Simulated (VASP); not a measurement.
Al: single point with PBE

Crystal: Al.

```
Al
1.0
     0.00000    2.01946    2.01946
     2.01946    0.00000    2.01946
     2.01946    2.01946    0.00000
Al
1
Direct
  0.00000 0.00000 0.00000
```

```json
{
 "Program": "VASP 6.6.1",
 "Task": "single point",
 "Functional": "PBE",
 "Potentials or basis": "VASP PAW PBE potentials, release 64 (Al)",
 "Cutoff": "500 eV",
 "k mesh": "8 × 8 × 8",
 "Occupations": "gaussian, width 0.1 eV",
 "Spin": "collinear spin, zero start",
 "Starting moments": "[0.0] μB",
 "Fixed moment": "0 μB"
}
```

| Quantity | Value |
| --- | --- |
| Pressure | 0.2 GPa |
| Net moment | 0.00 μB per cell |
| Valence electrons inside the program's atomic spheres | Al 0.77 |

Run time: 18 s on 1 thread of AMD EPYC 7R13 (shared host), peak memory 0.11 GiB.

Caveat: the total moment is fixed, so each spin has its own Fermi level.
